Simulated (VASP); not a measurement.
V: single point with LDA

The system is V.

```
V
1.0
     2.38079    0.00000    0.00000
     0.00000    2.38079    0.00000
     0.00000    0.00000    2.38079
V
1
Direct
  0.00000 0.00000 0.00000
```

```yaml
Program: VASP 6.6.1
Task: single point
Functional: LDA
Potentials_or_basis: VASP PAW LDA potentials, release 64 (V_sv)
Cutoff: 520 eV
k_mesh: 15 × 15 × 15
Occupations: fermi-dirac, width 0.1 eV
Spin: no spin polarisation
Dipole_correction: no
Further_INCAR_settings: ALGO = Normal; EDIFF = 1e-06; NBANDS = 12
```

The pressure is 1.4 GPa.

Levels at points of the mesh, in eV from the Fermi level:
| k point | band 5 | band 6 | band 7 | band 8 | band 9 | band 10 |
| --- | --- | --- | --- | --- | --- | --- |
| (0.00, 0.00, 0.00) | -6.47 | -2.39 | -2.39 | 3.84 | 3.84 | 3.84 |

Wall time 8.5 s on 1 thread of Intel Xeon 6975P-C (shared host), peak memory 0.12 GiB.
